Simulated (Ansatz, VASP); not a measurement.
**Be3Te2O: VASP beside Ansatz**

```
Be Te O
1.0
     5.94877   -2.04007   -0.57699
     5.94877    2.04007   -0.57699
    -1.14991    0.00000    4.09645
Be Te O
3 2 1
Cartesian
  1.0699 0.0000 1.1062
  5.9488 0.0000 -0.5770
  9.6778 0.0000 1.8363
  3.7015 0.0000 0.9881
  7.0462 0.0000 1.9543
  0.0000 0.0000 0.0000
```

Change from the starting cell: species swapped into the Li2HfO3 type (C2/m, No. 12).

Alike in both runs: functional PBE; k mesh 3 × 3 × 4; occupations gaussian, width 0.15 eV; no spin polarisation.

Ansatz relaxed the structure, and its values are those at the end. VASP's run is a single point on that final structure, the one shown.

```csv
,VASP,Ansatz
version,VASP 6.6.1,Ansatz 0.2.0
potentials or method,"VASP PAW PBE potentials, release 64 (Be, Te, O), cutoff 600 eV","scalar-relativistic, plane waves, PAW"
valence electrons in the cell,24,44
```

|  | VASP | Ansatz | Ansatz less VASP |
| --- | --- | --- | --- |
| gap on the k mesh at the Fermi level (eV) | 0.86 | 0.87 | +0.012 |
| least direct gap on the mesh (eV) | 1.39 | 1.40 | +0.006 |
| pressure (GPa) | 0.1 | 0.0 | -0.07 |
| rms of the force components (eV/Å) | 0.006 | 0.008 | +0.0027 |

With one functional, cell and mesh, what is left measures potentials, basis and numerics. VASP's potentials hold 24 valence electrons a cell and Ansatz's 44, so a difference there can come from the potentials and not from the codes.

The k mesh is coarse, so the values compare programs but aren't converged. Spin-orbit coupling is off throughout.
